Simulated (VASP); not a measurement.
Set up this calculation in VASP 6.6.1, as the native input.

- Task: single point
- Functional: LDA
- Potentials or basis: VASP PAW LDA potentials, release 64 (Sn_d, Se)
- Cutoff: 520 eV
- k mesh: 8 × 8 × 8
- Occupations: fermi-dirac, width 0.05 eV
- Spin: no spin polarisation
- Dipole correction: no
- Further INCAR settings: ALGO = Normal; EDIFF = 1e-06; NBANDS = 17

The structure of SnSe lies in POSCAR:

```
SnSe
1.0
    0.0000000000      2.9897980490      2.9897980490
    2.9897980490      0.0000000000      2.9897980490
    2.9897980490      2.9897980490      0.0000000000
Sn Se
1 1
Direct
    0.0000000000      0.0000000000      0.0000000000
    0.5000000000      0.5000000000      0.5000000000
```

One way to write it, as run:

INCAR

```
PREC = Accurate
ENCUT = 520
EDIFF = 1E-6
ISMEAR = -1
SIGMA = 0.05
LREAL = F
LASPH = T
NELM = 80
ALGO = Normal
ISIF = 2
LWAVE = F
LCHARG = F
NBANDS = 17
```

KPOINTS

```
regular mesh
0
Gamma
  8 8 8
```

Potentials or basis: VASP PAW LDA potentials, release 64 (Sn_d, Se).

Run with:

```console
$ cat potpaw_LDA.64/Sn_d/POTCAR potpaw_LDA.64/Se/POTCAR > POTCAR
$ mpirun -np 1 vasp_std > vasp.out
```

It gave:

```
Pressure               : -2.3 GPa
Band gap on the k mesh : 0.72 eV, direct
```

Caveat: spin-orbit coupling is left out, which moves the levels of the heavy elements.

It took 16 s on 1 thread of Intel Xeon 6975P-C (shared host), peak memory 0.17 GiB.
